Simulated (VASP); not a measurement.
# HfC (Fm-3m) in VASP: notebook, part 2 of 2

VASP 6.6.1.

**4. Single point, RPBE+D4**

This run uses another cell than the first one, of 12.41 Å³/atom, 0.987 times its volume.

File INCAR:

```
ALGO = Normal
EDIFF = 1E-6
ENCUT = 520
GGA = RP
ISIF = 2
ISMEAR = -1
IVDW = 13
LASPH = True
LCHARG = True
LELF = True
LREAL = False
LVHAR = True
LWAVE = False
NBANDS = 14
NELM = 80
PREC = Accurate
SIGMA = 0.05
```

File KPOINTS:

```
k-points
0
Gamma
  10 10 10
```

File POSCAR:

```
HfC
1.0
    0.0000000000      2.3149299718      2.3149299718
    2.3149299718      0.0000000000      2.3149299718
    2.3149299718      2.3149299718      0.0000000000
Hf C
1 1
Direct
    0.5000000000      0.5000000000      0.5000000000
    0.0000000000      0.0000000000      0.0000000000
```

Launch:

```bash
> cat potpaw_PBE.64/Hf_pv/POTCAR potpaw_PBE.64/C/POTCAR > POTCAR
> mpirun -np 1 vasp_std > vasp.out
```

Wall time 10 s (1 thread of Intel Xeon 6975P-C (Granite Rapids), shared host); peak memory 0.14 GiB.

Results (log left out):

- Free energy: -21.0747 eV
- Pressure: -0.8 GPa
- Band gap on the k mesh: zero (band 7 reaches 7.17 eV, above the bottom of band 8 at 5.76 eV)
- Dispersion energy per atom: -0.477 eV

Levels at points of the mesh, in eV from the Fermi level:
| k point | band 5 | band 6 | band 7 | band 8 | band 9 | band 10 |
| --- | --- | --- | --- | --- | --- | --- |
| (0.00, 0.00, 0.00) | 0.97 | 0.97 | 0.97 | 1.40 | 1.40 | 1.40 |
| (0.50, 0.00, 0.00) | -6.22 | -3.05 | -3.05 | 5.40 | 5.40 | 5.87 |
| (0.50, 0.50, 0.00) | -2.63 | -1.82 | -0.12 | -0.12 | 5.37 | 6.85 |

Caveat: the PAW data sets were made with another functional, which shifts forces and pressure a little; spin-orbit coupling is left out, which moves the levels of the heavy elements; pairwise dispersion overbinds metals, which lowers pressure and volume.

**5. Single point, PBE**

File INCAR:

```
SYSTEM = HfC
PREC     = Accurate       ! precision mode
ENCUT    = 520            ! plane-wave cutoff, eV
EDIFF    = 1E-6           ! SCF threshold, eV
ISMEAR   = 0              ! smearing method
SIGMA    = 0.011          ! smearing width, eV
LREAL    = .False.        ! projectors in reciprocal space
LASPH    = .True.         ! aspherical terms in the spheres
NELM     = 100            ! most SCF steps
ALGO     = Normal         ! electronic algorithm
ISIF     = 2              ! what is computed and relaxed
LWAVE    = .False.        ! write WAVECAR
LCHARG   = .False.        ! write CHGCAR
GGA      = PE             ! functional
NBANDS   = 14             ! bands
```

File KPOINTS:

```
Automatic mesh
0
Gamma
  10 10 10
  0 0 0
```

File POSCAR:

```
HfC
1.0
    0.0000000000      2.3250000000      2.3250000000
    2.3250000000      0.0000000000      2.3250000000
    2.3250000000      2.3250000000      0.0000000000
Hf C
1 1
Direct
    0.5000000000      0.5000000000      0.5000000000
    0.0000000000      0.0000000000      0.0000000000
```

Potentials or basis: VASP PAW PBE potentials, release 64 (Hf_pv, C).

Launch:

```bash
> cat potpaw_PBE.64/Hf_pv/POTCAR potpaw_PBE.64/C/POTCAR > POTCAR
> mpirun -np 1 vasp_std > vasp.out
```

OUTCAR:

```text
SYSTEM = HfC
   PREC = Accurate
   ENCUT = 520
   EDIFF = 1E-6
   ISMEAR = 0
   LREAL = .False.
   LASPH = .True.
   NELM = 100
   ISIF = 2
   GGA = PE

 ion  position               nearest neighbor table
   1  0.500  0.500  0.500-   2 2.33   2 2.33   2 2.33   2 2.33   2 2.33   2 2.33
   2  0.000  0.000  0.000-   1 2.33   1 2.33   1 2.33   1 2.33   1 2.33   1 2.33

  LATTYP: Found a face centered cubic cell.
 ALAT       =     4.6500000000

  Lattice vectors:

 A1 = (   0.0000000000,   2.3250000000,   2.3250000000)
 A2 = (   2.3250000000,   0.0000000000,   2.3250000000)
 A3 = (   2.3250000000,   2.3250000000,   0.0000000000)

Analysis of symmetry for initial positions (statically):
=====================================================================
 Subroutine PRICEL returns:
 Original cell was already a primitive cell.

 Routine SETGRP: Setting up the symmetry group for a
 face centered cubic supercell.

 Subroutine GETGRP returns: Found 48 space group operations
 (whereof 48 operations were pure point group operations)
 out of a pool of 48 trial point group operations.

The static configuration has the point symmetry O_h .

Analysis of symmetry for dynamics (positions and initial velocities):
=====================================================================
 Subroutine PRICEL returns:
 Original cell was already a primitive cell.

 Routine SETGRP: Setting up the symmetry group for a
 face centered cubic supercell.

 Subroutine GETGRP returns: Found 48 space group operations
 (whereof 48 operations were pure point group operations)
 out of a pool of 48 trial point group operations.

The dynamic configuration has the point symmetry O_h .

 Subroutine INISYM returns: Found 48 space group operations
 (whereof 48 operations are pure point group operations),
 and found     1 'primitive' translations

----------------------------------------------------------------------------------------

[... 116 lines left out ...]
   LORBIT       =      0    0 simple, 1 ext, 2 COOP (PROOUT), +10 PAW based schemes
   GGA     = PE    functional components
   LHFCALC =     F    Hartree Fock is set to
   AEXX    =    0.0000 exact exchange contribution
   IVDW    =     0    specifies the selected vdW correction
   LEPSILON=     F    determine dielectric tensor
   LRPA    =     F    only Hartree local field effects (RPA)
 non-spin polarized calculation
 Gauss-broadening in eV      SIGMA  =   0.01
  energy-cutoff  :      520.00
  volume of cell :       25.14
 maximum number of plane-waves:       700
   NGX = 13   NGY = 13   NGZ = 13

 number of electron      14.0000000 magnetization

 Free energy of the ion-electron system (eV)
  ---------------------------------------------------
  ext. energy  EPLUGINS =         0.00000000
  ---------------------------------------------------
  free energy    TOTEN  =       -21.04273813 eV

  energy without entropy =      -21.04264375  energy(sigma->0) =      -21.04269094

 E-fermi :   5.9687     XC(G=0): -12.2854

 val. band max:        5.9661936058   @ k =   0.1000   0.0000   0.0000
 cond. band min:       6.1055368553   @ k =   0.1000   0.1000   0.0000
 fundamental gap:      0.1393432495
 Fermi energy:         5.9686718136

 k-point     1 :       0.0000    0.0000    0.0000
  band No.  band energies     occupation
      1     -23.6174      2.00000
      2     -23.6174      2.00000
      3     -23.6174      2.00000
      4      -6.3571      2.00000
      5       6.9512      0.00000
      6       6.9512      0.00000
      7       6.9512      0.00000
      8       7.3453      0.00000
      9       7.3453      0.00000
     10       7.3453      0.00000
     11       9.3445      0.00000
     12       9.3445      0.00000
     13      12.7803      0.00000
     14      16.9543      0.00000
[... 377 lines left out ...]
      1     -24.1074      2.00000
      2     -23.8145      2.00000
      3     -23.7939      2.00000
      4      -4.2733      2.00000
      5       2.2370      2.00000
      6       4.1531      2.00000
      7       5.2405      2.00000
      8       6.1651      0.00000
      9      11.3180      0.00000
     10      12.3367      0.00000
     11      12.4656      0.00000
     12      14.2275      0.00000
     13      17.5391      0.00000
     14      18.6125      0.00000

 [... further k-points ...]
[... 5 lines left out ...]
  --------------------------------------------------------------------------------------
  -------------------------------------------------------------------------------------
  Total       -0.0708311     -0.0708311     -0.0708311      0.0000000     -0.0000000     -0.0000000
  in kB       -4.5147686     -4.5147686     -4.5147686      0.0000000     -0.0000000     -0.0000000
  external PRESSURE =      -4.5147686 kB  Pullay stress =       0.0000000 kB

 VOLUME and BASIS-vectors are now :
 -----------------------------------------------------------------------------
  energy-cutoff  :      520.00
  volume of cell :       25.14
      direct lattice vectors                 reciprocal lattice vectors
     0.000000000  2.325000000  2.325000000    -0.215053763  0.215053763  0.215053763
     2.325000000  0.000000000  2.325000000     0.215053763 -0.215053763  0.215053763
     2.325000000  2.325000000  0.000000000     0.215053763  0.215053763 -0.215053763

 POSITION                                       TOTAL-FORCE (eV/Angst)
 -----------------------------------------------------------------------------------
      2.32500      2.32500      2.32500        -0.000000     -0.000000      0.000000
      0.00000      0.00000      0.00000         0.000000      0.000000      0.000000
 -----------------------------------------------------------------------------------
    total drift:                                0.000000     -0.000000      0.000000

  FREE ENERGIE OF THE ION-ELECTRON SYSTEM (eV)
  ---------------------------------------------------
  free  energy   TOTEN  =       -21.0427381304 eV

  energy  without entropy=      -21.0426437479  energy(sigma->0) =      -21.04269094
```

OSZICAR:

```text
N       E                     dE             d eps       ncg     rms          rms(c)
DAV:   1     0.230947666132E+02    0.23095E+02   -0.78629E+03  1332   0.984E+02
DAV:   2    -0.226594546074E+02   -0.45754E+02   -0.42987E+02  1708   0.202E+02
DAV:   3    -0.242189991861E+02   -0.15595E+01   -0.15546E+01  1544   0.270E+01
DAV:   4    -0.242258027066E+02   -0.68035E-02   -0.68030E-02  1586   0.221E+00
DAV:   5    -0.242258458062E+02   -0.43100E-04   -0.43100E-04  1582   0.158E-01    0.569E+01
DAV:   6    -0.211130215476E+02    0.31128E+01   -0.12078E+01  1400   0.182E+01    0.410E+01
DAV:   7    -0.210580862176E+02    0.54935E-01   -0.54726E-01  1622   0.519E+00    0.249E+01
DAV:   8    -0.210488963139E+02    0.91899E-02   -0.72356E-02  1556   0.217E+00    0.639E+00
DAV:   9    -0.210431678799E+02    0.57284E-02   -0.21377E-02  1508   0.881E-01    0.209E+00
DAV:  10    -0.210427439968E+02    0.42388E-03   -0.20244E-03  1636   0.312E-01    0.452E-02
DAV:  11    -0.210427383696E+02    0.56272E-05   -0.10484E-04  1574   0.875E-02    0.134E-02
DAV:  12    -0.210427381304E+02    0.23916E-06   -0.45219E-06  1608   0.163E-02
   1 F= -.21042738E+02 E0= -.21042691E+02  d E =-.943825E-04
```

stdout:

```text
POSCAR found type information on POSCAR HfC
 POSCAR found :  2 types and       2 ions
 scaLAPACK will be used
 LDA part: xc-table for (Slater+PW92), standard interpolation
 POSCAR, INCAR and KPOINTS ok, starting setup
 FFT: planning ... GRIDC
 FFT: planning ... GRID_SOFT
 FFT: planning ... GRID
 WAVECAR not read
 entering main loop
```

Run time: 6.6 s. Hardware: 1 thread of Intel Xeon 6975P-C (Granite Rapids), shared host; peak memory 0.14 GiB.

Results:

| Property | Result |
| --- | --- |
| Free energy | -21.0427 eV |
| Pressure | -0.5 GPa |
| Band gap on the k mesh | zero (band 7 reaches 6.95 eV, above the bottom of band 8 at 5.55 eV) |

Levels at points of the mesh, in eV from the Fermi level:
| k point | band 4 | band 5 | band 6 | band 7 | band 8 | band 9 | band 10 | band 11 |
| --- | --- | --- | --- | --- | --- | --- | --- | --- |
| (0.00, 0.00, 0.00) | -12.33 | 0.98 | 0.98 | 0.98 | 1.38 | 1.38 | 1.38 | 3.38 |
| (0.50, 0.00, 0.00) | -8.58 | -6.15 | -3.00 | -3.00 | 5.30 | 5.30 | 5.77 | 6.54 |
| (0.50, 0.50, 0.00) | -10.43 | -2.60 | -1.79 | -0.11 | -0.11 | 5.29 | 6.72 | 6.72 |

Caveat: spin-orbit coupling is left out, which moves the levels of the heavy elements.

**6. Summary**

```tsv
level	cell	k mesh	smearing	gap on the mesh (eV)	pressure (GPa)
PBE	a = 3.288 Å, angles 60.0°, 2 atoms	5 × 5 × 5	fermi-dirac 0.06 eV	none	0.2
PBE+D4	a = 3.273 Å, angles 60.0°, 2 atoms	10 × 10 × 10	fermi-dirac 0.05 eV	none	-0.7
RPBE+D4	a = 3.274 Å, angles 60.0°, 2 atoms	10 × 10 × 10	fermi-dirac 0.05 eV	none	-0.8
PBE	a = 3.288 Å, angles 60.0°, 2 atoms	10 × 10 × 10	gaussian 0.011 eV	none	-0.5
```

Alike in all rows: task single point; potentials or basis VASP PAW PBE potentials, release 64 (Hf_pv, C); no spin polarisation; cutoff (eV) 520.

Caveats: some runs use coarse meshes; spin-orbit coupling is left out, which moves the levels of the heavy elements; pairwise dispersion overbinds metals, which lowers pressure and volume (some runs); the PAW data sets were made with another functional, which shifts forces and pressure a little (some runs).

Absolute energies hang on the potentials; compare differences alone.
